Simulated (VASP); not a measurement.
# SiC (P6_3mc) in VASP: settings compared, part 2 of 2

VASP 6.6.1.

## (4) Single point, r2SCAN

This run uses another cell than the first one, of 10.33 Å³/atom, 0.984 times its volume.

Input file POSCAR:

```
SiC
1.0
    3.0775550330      0.0000000000      0.0000000000
   -1.5387775165      2.6652408402      0.0000000000
    0.0000000000      0.0000000000     10.0767227861
Si C
4 4
Direct
    0.0000000000      0.0000000000     -0.0001405667
    0.3333333333      0.6666666667      0.2499083817
    0.0000000000      0.0000000000      0.4998594333
    0.6666666667      0.3333333333      0.7499083817
    0.0000000000      0.0000000000      0.1872833963
    0.3333333333      0.6666666667      0.4379487887
    0.0000000000      0.0000000000      0.6872833963
    0.6666666667      0.3333333333      0.9379487887
```

Input file INCAR.step1:

```
  ALGO = Normal
  EDIFF = 1E-4
  ENCUT = 520
  GGA = PE
  ISMEAR = 0
  LASPH = True
  LCHARG = False
  LREAL = False
  LWAVE = True
  NBANDS = 26
  NELM = 80
  PREC = Accurate
  SIGMA = 0.01
```

Input file INCAR.step2:

```
  ALGO = Normal
  EDIFF = 1E-7
  ENCUT = 520
  ISIF = 2
  ISMEAR = 0
  ISTART = 1
  LASPH = True
  LCHARG = False
  LMIXTAU = True
  LREAL = False
  LWAVE = False
  METAGGA = R2SCAN
  NBANDS = 26
  NELM = 80
  PREC = Accurate
  SIGMA = 0.01
```

Input file KPOINTS:

```
k-points
0
Gamma
  12 12 4
```

Potentials or basis: VASP PAW PBE potentials, release 64 (Si, C).

On the command line:

```
$ cat potpaw_PBE.64/Si/POTCAR potpaw_PBE.64/C/POTCAR > POTCAR
$ cp INCAR.step1 INCAR
$ mpirun -np 1 vasp_std > vasp.out
$ cp INCAR.step2 INCAR
$ mpirun -np 1 vasp_std > vasp.out
```

OUTCAR:

```text
EDIFF = 1E-7
   ENCUT = 520
   ISIF = 2
   ISMEAR = 0
   ISTART = 1
   LASPH = True
   LREAL = False
   METAGGA = R2SCAN
   NELM = 80
   PREC = Accurate

 ion  position               nearest neighbor table
   1  0.000  0.000  1.000-   8 1.88   8 1.88   8 1.88   5 1.89   4 3.08   4 3.08   4 3.08   2 3.08
                             2 3.08   2 3.08
   2  0.333  0.667  0.250-   5 1.89   5 1.89   5 1.89   6 1.89   3 3.08   3 3.08   3 3.08   1 3.08
                             1 3.08   1 3.08
   3  0.000  0.000  0.500-   6 1.88   6 1.88   6 1.88   7 1.89   2 3.08   2 3.08   2 3.08   4 3.08
                             4 3.08   4 3.08
   4  0.667  0.333  0.750-   7 1.89   7 1.89   7 1.89   8 1.89   1 3.08   1 3.08   1 3.08   3 3.08
                             3 3.08   3 3.08
   5  0.000  0.000  0.187-   2 1.89   2 1.89   2 1.89   1 1.89
   6  0.333  0.667  0.438-   3 1.88   3 1.88   3 1.88   2 1.89
   7  0.000  0.000  0.687-   4 1.89   4 1.89   4 1.89   3 1.89
   8  0.667  0.333  0.938-   1 1.88   1 1.88   1 1.88   4 1.89

  LATTYP: Found a hexagonal cell.
 ALAT       =     3.0775550330
 C/A-ratio  =     3.2742624187

  Lattice vectors:

 A1 = (   3.0775550330,   0.0000000000,   0.0000000000)
 A2 = (  -1.5387775165,   2.6652408402,   0.0000000000)
 A3 = (   0.0000000000,   0.0000000000,  10.0767227861)

Analysis of symmetry for initial positions (statically):
=====================================================================
 Subroutine PRICEL returns:
 Original cell was already a primitive cell.

 Routine SETGRP: Setting up the symmetry group for a
 hexagonal supercell.

 Subroutine GETGRP returns: Found 12 space group operations
 (whereof  6 operations were pure point group operations)
 out of a pool of 24 trial point group operations.

The static configuration has the point symmetry C_3v.
 The point group associated with its full space group is C_6v.
[... 142 lines left out ...]
   EFERMI_NEDOS =   21; number of points for ismear=-14 and -15
   IALGO  =     38    algorithm
   IMIX   =      4    mixing-type and parameters
     AMIX     =   0.40;   BMIX     =  1.00
     AMIX_MAG =   1.60;   BMIX_MAG =  1.00
  volume/ion in A,a.u.               =      10.33        69.72
  Fermi-wavevector in a.u.,A,eV,Ry     =   1.193175  2.254775 19.370173  1.423668
  Thomas-Fermi vector in A             =   2.329196
   LORBIT       =      0    0 simple, 1 ext, 2 COOP (PROOUT), +10 PAW based schemes
   METAGGA = R2SCAN    functional components
   LHFCALC =     F    Hartree Fock is set to
   AEXX    =    0.0000 exact exchange contribution
   IVDW    =     0    specifies the selected vdW correction
   LEPSILON=     F    determine dielectric tensor
   LRPA    =     F    only Hartree local field effects (RPA)
 non-spin polarized calculation
 Gauss-broadening in eV      SIGMA  =   0.01
  energy-cutoff  :      520.00
  volume of cell :       82.65
 maximum number of plane-waves:      2256
 NGX is ok and might be reduce to    24
   NGX = 11   NGY = 11   NGZ = 37

 number of electron      32.0000000 magnetization

 Free energy of the ion-electron system (eV)
  ---------------------------------------------------
  ext. energy  EPLUGINS =         0.00000000
  ---------------------------------------------------
  free energy    TOTEN  =       -77.30799777 eV

  energy without entropy =      -77.30799777  energy(sigma->0) =      -77.30799777

 E-fermi :   8.1274     XC(G=0): -11.9371

 val. band max:        8.0686668834   @ k =   0.0000   0.0000   0.0000
 cond. band min:      10.6780383830   @ k =   0.5000  -0.0000   0.0000
 fundamental gap:      2.6093714996
 Fermi energy:         8.1273500412

 k-point     1 :       0.0000    0.0000    0.0000
  band No.  band energies     occupation
      1      -8.2025      2.00000
      2      -6.9848      2.00000
      3      -6.9465      2.00000
      4      -4.5726      2.00000
      5      -0.8371      2.00000
      6       3.5002      2.00000
[... 685 lines left out ...]
     25      17.3952      0.00000
     26      17.9729      0.00000

 [... further k-points ...]
[... 5 lines left out ...]
  --------------------------------------------------------------------------------------
  -------------------------------------------------------------------------------------
  Total       -0.0932575     -0.0932575     -0.0979186      0.0000000      0.0000000      0.0000000
  in kB       -1.8077261     -1.8077261     -1.8980780      0.0000000      0.0000000      0.0000000
  external PRESSURE =      -1.8378434 kB  Pullay stress =       0.0000000 kB

 VOLUME and BASIS-vectors are now :
 -----------------------------------------------------------------------------
  energy-cutoff  :      520.00
  volume of cell :       82.65
      direct lattice vectors                 reciprocal lattice vectors
     3.077555033  0.000000000  0.000000000     0.324933263  0.187600307  0.000000000
    -1.538777516  2.665240840  0.000000000     0.000000000  0.375200614  0.000000000
     0.000000000  0.000000000 10.076722786     0.000000000  0.000000000  0.099238614

 POSITION                                       TOTAL-FORCE (eV/Angst)
 -----------------------------------------------------------------------------------
      0.00000      0.00000     10.07531         0.000000     -0.000000      0.000263
     -0.00000      1.77683      2.51826        -0.000000      0.000000      0.000283
      0.00000      0.00000      5.03694        -0.000000      0.000000      0.000263
      1.53878      0.88841      7.55662         0.000000     -0.000000      0.000283
      0.00000      0.00000      1.88720        -0.000000      0.000000      0.000635
     -0.00000      1.77683      4.41309         0.000000      0.000000     -0.001181
      0.00000      0.00000      6.92556         0.000000     -0.000000      0.000635
      1.53878      0.88841      9.45145        -0.000000     -0.000000     -0.001181
 -----------------------------------------------------------------------------------
    total drift:                               -0.000000     -0.000000      0.001089

  FREE ENERGIE OF THE ION-ELECTRON SYSTEM (eV)
  ---------------------------------------------------
  free  energy   TOTEN  =       -77.3079977694 eV

  energy  without entropy=      -77.3079977694  energy(sigma->0) =      -77.30799777
```

Wall time 14 min (1 thread of AMD EPYC 9R45, shared host); peak memory 0.23 GiB.

What came out:

```yaml
Free_energy: -77.3080 eV
Pressure: -0.2 GPa
Band_gap_on_the_k_mesh: 2.61 eV, indirect (least direct gap 3.79 eV)
```

Levels at points of the mesh, in eV from the valence-band top:
| k point | band 13 | band 14 | band 15 | band 16 | band 17 | band 18 | band 19 | band 20 |
| --- | --- | --- | --- | --- | --- | --- | --- | --- |
| (0.00, 0.00, 0.00) | -0.61 | -0.05 | 0.00 | 0.00 | 5.67 | 6.26 | 6.89 | 6.91 |
| (0.50, 0.00, 0.00) | -2.47 | -2.33 | -1.65 | -1.18 | 2.61 | 2.77 | 4.73 | 5.27 |
| (0.00, 0.00, 0.50) | -0.22 | -0.22 | -0.22 | -0.22 | 5.88 | 5.88 | 7.37 | 7.37 |
| (0.50, 0.00, 0.50) | -2.58 | -2.58 | -1.63 | -1.63 | 3.05 | 3.05 | 4.69 | 4.69 |

Caveat: the PAW data sets were made with another functional, which shifts forces and pressure a little.

## (5) Relaxation of cell and atoms, PBE

This run uses another cell than the first one, of 9.15 Å³/atom, 0.872 times its volume.

Input file INCAR:

```
PREC = Accurate
ENCUT = 600
EDIFF = 1E-6
ISMEAR = -1
SIGMA = 0.02
LREAL = F
LASPH = T
NELM = 100
ALGO = Normal
ISIF = 3
LWAVE = F
LCHARG = F
GGA = PE
IBRION = 2
NSW = 80
EDIFFG = -0.005
```

Input file KPOINTS:

```
regular mesh
0
Gamma
  12 12 4
```

Input file POSCAR:

```
SiC
1.0
    2.9581671127      0.0000000000      0.0000000000
   -1.4790835564      2.5618478682      0.0000000000
    0.0000000000      0.0000000000      9.6613737901
Si C
4 4
Direct
    0.0000000000      0.0000000000      0.0000000000
    0.3333333333      0.6666666667      0.2500000000
    0.0000000000      0.0000000000      0.5000000000
    0.6666666667      0.3333333333      0.7500000000
    0.0000000000      0.0000000000      0.1875000000
    0.3333333333      0.6666666667      0.4375000000
    0.0000000000      0.0000000000      0.6875000000
    0.6666666667      0.3333333333      0.9375000000
```

On the command line:

```
$ cat potpaw_PBE.64/Si/POTCAR potpaw_PBE.64/C/POTCAR > POTCAR
$ mpirun -np 1 vasp_std > vasp.out
```

It took 12 min on 1 thread of AMD EPYC 9R45, shared host; peak memory 0.23 GiB.

It converged, with:

```
Free energy                            : -60.2454 eV
Relaxed volume                         : 10.49 Å³/atom
Relaxed cell                           : a = 3.094 Å, b = 3.094 Å, c = 10.128 Å, α = 90.00°, β = 90.00°, γ = 120.00°
Space group after relaxing (to 0.05 Å) : P6_3mc (No. 186)
Energy gained by relaxing              : 141.8 meV/atom
Ionic steps                            : 8
Pressure after relaxing                : 0.0 GPa
Band gap on the k mesh                 : 2.22 eV, indirect (least direct gap 3.34 eV)
```

Forces on the atoms (eV/Å):
```
Si   0.000  0.000  0.002
Si   0.000  0.000  0.001
Si   0.000  0.000  0.002
Si   0.000  0.000  0.001
C    0.000  0.000 -0.003
C    0.000  0.000 -0.001
C    0.000  0.000 -0.003
C    0.000  0.000 -0.001
```

The path:
| step | energy change (eV) | largest force (eV/Å) | pressure (GPa) | volume (Å³) |
| --- | --- | --- | --- | --- |
| 1 | 0.0000 | 0.2031 | 37.82 | 73.22 |
| 2 | 0.1600 | 0.1590 | -24.74 | 98.58 |
| 3 | -1.1333 | 0.0635 | -0.85 | 84.28 |
| 4 | -1.1342 | 0.0603 | -0.11 | 83.99 |
| 5 | -1.1340 | 0.0576 | 0.46 | 83.76 |
| 6 | -1.1341 | 0.0361 | 0.43 | 83.78 |
| 7 | -1.1342 | 0.0057 | 0.44 | 83.77 |
| 8 | -1.1344 | 0.0026 | -0.01 | 83.95 |

Final structure:
```xyz
8
Lattice="3.0938 0.0000 0.0000 -1.5469 2.6793 0.0000 0.0000 0.0000 10.1275" Properties=species:S:1:pos:R:3 pbc="T T T"
Si    0.0000    0.0000   10.1259
Si    0.0000    1.7862    2.5308
Si   -1.5469    2.6793    5.0622
Si    1.5469    0.8931    7.5946
C     0.0000    0.0000    1.8970
C     0.0000    1.7862    4.4353
C    -1.5469    2.6793    6.9607
C     1.5469    0.8931    9.4991
```

Levels at points of the mesh, in eV from the valence-band top:
| k point | band 12 | band 13 | band 14 | band 15 | band 16 | band 17 | band 18 | band 19 | band 20 | band 21 |
| --- | --- | --- | --- | --- | --- | --- | --- | --- | --- | --- |
| (0.00, 0.00, 0.00) | -0.58 | -0.58 | -0.05 | 0.00 | 0.00 | 4.96 | 5.54 | 6.12 | 6.18 | 6.88 |
| (0.50, 0.00, 0.00) | -2.37 | -2.34 | -2.20 | -1.56 | -1.12 | 2.22 | 2.34 | 4.18 | 4.66 | 5.23 |
| (0.00, 0.00, 0.50) | -1.04 | -0.21 | -0.21 | -0.21 | -0.21 | 5.17 | 5.17 | 6.62 | 6.62 | 6.98 |
| (0.50, 0.00, 0.50) | -2.99 | -2.48 | -2.48 | -1.54 | -1.54 | 2.63 | 2.63 | 4.18 | 4.18 | 6.01 |

## (6) Overview

```tsv
task	level	cell	k mesh	cutoff (eV)	smearing	gap on the mesh (eV)	pressure (GPa)
single point	PBE	a = 3.094, b = 3.094, c = 10.129 Å, angles 90.0, 90.0, 120.0°, 8 atoms	12 × 12 × 4	520	fermi-dirac 0.02 eV	2.22	0.0
single point	r2SCAN	a = 3.078, b = 3.078, c = 10.077 Å, angles 90.0, 90.0, 120.0°, 8 atoms	12 × 12 × 2	520	fermi-dirac 0.02 eV	2.61	-0.2
single point	r2SCAN	a = 3.078, b = 3.078, c = 10.077 Å, angles 90.0, 90.0, 120.0°, 8 atoms	12 × 12 × 4	520	gaussian 0.01 eV	2.61	-0.2
relaxation of cell and atoms	PBE	relaxed from a = 2.958, b = 2.958, c = 9.661 Å, angles 90.0, 90.0, 120.0°, 8 atoms	12 × 12 × 4	600	fermi-dirac 0.02 eV	2.22	0.0
```

Alike in all rows: potentials or basis VASP PAW PBE potentials, release 64 (Si, C); no spin polarisation.

Caveats: the PAW data sets were made with another functional, which shifts forces and pressure a little (some runs).

Total energies depend on the potentials used, so only differences within one code and one set of settings carry meaning.
